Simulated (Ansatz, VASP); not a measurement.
**One calculation of CaO, two programs**

```
CELL_PARAMETERS angstrom
4.05911 0.00000 0.00000
-2.02955 3.51529 0.00000
0.00000 0.00000 4.86367
ATOMIC_POSITIONS crystal
Ca 0.33333 0.66667 0.25000
Ca 0.66667 0.33333 0.75000
O 0.66667 0.33333 0.25000
O 0.33333 0.66667 0.75000
```

Alike in both runs: task single point; functional r2SCAN; k mesh 6 × 6 × 4; no spin polarisation.

|  | VASP | Ansatz |
| --- | --- | --- |
| version | VASP 6.6.1 | Ansatz 0.2.0 |
| potentials or method | VASP PAW PBE potentials, release 64 (Ca_sv, O) | plane waves, PAW |
| plane-wave cutoff (eV) | 520 | 500 |
| occupations | gaussian, width 0.01 eV | fixed |
| valence electrons in the cell | 32 | 32 |

```tsv
	VASP	Ansatz	Ansatz less VASP
gap on the k mesh at the Fermi level (eV)	3.41	3.42	+0.018
pressure (GPa)	-4.1	-4.9	-0.77
traceless stress, the component that is largest in VASP (GPa)	-0.44	-0.39	+0.055
```

VASP's potentials were made for PBE, not for r2SCAN.
